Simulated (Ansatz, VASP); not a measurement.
CsH: VASP beside Ansatz

File POSCAR:

```
CsH
1.0
    0.0000000000      3.1880000000      3.3155200000
    3.1880000000      0.0000000000      3.3155200000
    3.1880000000      3.1880000000      0.0000000000
Cs H
1 1
Direct
    0.0000000000      0.0000000000      0.0000000000
    0.5000000000      0.5000000000      0.5000000000
```

The input INCAR.step1:

```
ALGO     = Normal         # electronic algorithm
EDIFF    = 1E-4           # SCF threshold, eV
ENCUT    = 520            # plane-wave cutoff, eV
GGA      = PE             # functional
ISMEAR   = 0              # smearing method
LASPH    = T              # aspherical terms in the spheres
LCHARG   = F              # write CHGCAR
LREAL    = F              # projectors in reciprocal space
LWAVE    = T              # write WAVECAR
NBANDS   = 12             # bands
NELM     = 60             # most SCF steps
PREC     = Accurate       # precision mode
SIGMA    = 0.05           # smearing width, eV
```

INCAR.step2

```
ALGO     = Normal         # electronic algorithm
EDIFF    = 1E-6           # SCF threshold, eV
ENCUT    = 520            # plane-wave cutoff, eV
ISIF     = 2              # what is computed and relaxed
ISMEAR   = 0              # smearing method
ISTART   = 1            
LASPH    = T              # aspherical terms in the spheres
LCHARG   = T              # write CHGCAR
LELF     = T              # ELF
LMIXTAU  = T            
LREAL    = F              # projectors in reciprocal space
LVHAR    = T            
LWAVE    = F              # write WAVECAR
METAGGA  = R2SCAN         # meta-GGA
NBANDS   = 12             # bands
NELM     = 60             # most SCF steps
PREC     = Accurate       # precision mode
SIGMA    = 0.05           # smearing width, eV
```

The input KPOINTS:

```
k-points
0
Gamma
  6 6 6
```

Input for Ansatz:

```yaml
crystal:
  lattice:
    - [0.0, 3.188, 3.31552]
    - [3.188, 0.0, 3.31552]
    - [3.188, 3.188, 0.0]
  atoms:
    - { symbol: Cs, position: [0.0, 0.0, 0.0] }
    - { symbol: H, position: [0.5, 0.5, 0.5] }
basis:
  ecutwfc: 500
kpoints:
  mp_grid: { grid: [6, 6, 6] }
hamiltonian:
  xc: r2scan
scf:
  occupations: { method: gaussian, width: 0.05 }
output:
  forces: true
  stress: true
  eigenvalues: true
```

Change from the starting cell: strain +0.000 along x and y, +0.040 along z, atoms carried along.

Alike in both runs: task single point; functional r2SCAN; k mesh 6 × 6 × 6; occupations gaussian, width 0.05 eV; no spin polarisation.

|  | VASP | Ansatz |
| --- | --- | --- |
| version | VASP 6.6.1 | Ansatz 0.2.0 |
| potentials or method | VASP PAW PBE potentials, release 64 (Cs_sv, H), cutoff 520 eV | scalar-relativistic, plane waves, PAW |
| valence electrons in the cell | 10 | 10 |

```csv
,VASP,Ansatz,Ansatz less VASP
gap on the k mesh at the Fermi level (eV),2.70,2.71,+0.016
least direct gap on the mesh (eV),2.70,2.71,+0.016
pressure (GPa),-0.3,-0.3,-0.02
"traceless stress, the component that is largest in VASP (GPa)",-0.48,-0.46,+0.012
```

VASP's potentials were made for PBE, not for r2SCAN.

Spin-orbit coupling is off throughout.
